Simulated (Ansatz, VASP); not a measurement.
**MgO: VASP beside Ansatz**

INCAR

```
SYSTEM = MgO
  PREC = Accurate
  ENCUT = 840
  EDIFF = 1E-6
  ISMEAR = 0
  SIGMA = 0.05
  LREAL = .False.
  LASPH = .True.
  NELM = 120
  ALGO = Normal
  ISIF = 2
  LWAVE = .False.
  LCHARG = .False.
  NBANDS = 42
  GGA_COMPAT = .False.
```

Contents of KPOINTS:

```
Automatic mesh
0
Gamma
  6 6 6
  0 0 0
```

Contents of POSCAR:

```
MgO
1.0
    4.1607146133      0.0000000000      0.0000000000
    0.0000000000     -4.1607146133      0.0000000000
    0.0000000000      0.0000000000     -4.1607146133
Mg O
4 4
Direct
   -0.0176746333      1.0176746333      1.0999828247
    0.5000000000      0.5000000000      1.0000000000
    0.5000000000      1.0000000000      0.5000000000
    0.0000000000      0.5000000000      0.5000000000
    0.5000000000      0.0000000000      0.0000000000
    0.0000000000      0.5000000000      0.0000000000
    0.0000000000      0.0000000000      0.5000000000
    0.5000000000      0.5000000000      0.5000000000
```

Input for Ansatz:

```yaml
crystal:
  lattice:
    - [4.1607146133, 0.0, 0.0]
    - [0.0, -4.1607146133, 0.0]
    - [0.0, 0.0, -4.1607146133]
  atoms:
    - { symbol: Mg, position: [-0.0176746333, 1.0176746333, 1.0999828247] }
    - { symbol: Mg, position: [0.5, 0.5, 1.0] }
    - { symbol: Mg, position: [0.5, 1.0, 0.5] }
    - { symbol: Mg, position: [0.0, 0.5, 0.5] }
    - { symbol: O, position: [0.5, 0.0, 0.0] }
    - { symbol: O, position: [0.0, 0.5, 0.0] }
    - { symbol: O, position: [0.0, 0.0, 0.5] }
    - { symbol: O, position: [0.5, 0.5, 0.5] }
basis:
  ecutwfc: 420
kpoints:
  mp_grid: { grid: [6, 6, 6] }
hamiltonian:
  xc: lda
  pseudopotentials: { kind: paw, azcp: { folder: soft_1 } }
scf:
  occupations: { method: gaussian, width: 0.05 }
output:
  forces: true
  stress: true
  eigenvalues: true
```

Alike in both runs: task single point; functional LDA; k mesh 6 × 6 × 6; occupations gaussian, width 0.05 eV; no spin polarisation.

|  | VASP | Ansatz |
| --- | --- | --- |
| version | VASP 6.6.1 | Ansatz 0.2.0 |
| potentials or method | VASP PAW LDA potentials, release 64 (Mg_sv, O), cutoff 840 eV | scalar-relativistic, plane waves, PAW |
| valence electrons in the cell | 64 | 64 |

|  | VASP | Ansatz | Ansatz less VASP |
| --- | --- | --- | --- |
| gap on the k mesh at the Fermi level (eV) | 4.98 | 4.97 | -0.007 |
| least direct gap on the mesh (eV) | 4.98 | 4.97 | -0.007 |
| pressure (GPa) | 7.7 | 7.1 | -0.67 |
| traceless stress, the component that is largest in VASP (GPa) | 12.72 | 12.31 | -0.409 |
| rms of the force components (eV/Å) | 1.975 | 1.914 | -0.0609 |

Ansatz warns that its potentials were made for another functional, while VASP's fit it. LDA's correlation is that of Perdew and Zunger in VASP and of Perdew and Wang (1992) in Ansatz. Atom by atom the forces differ by 0.063 eV/Å (rms over components).
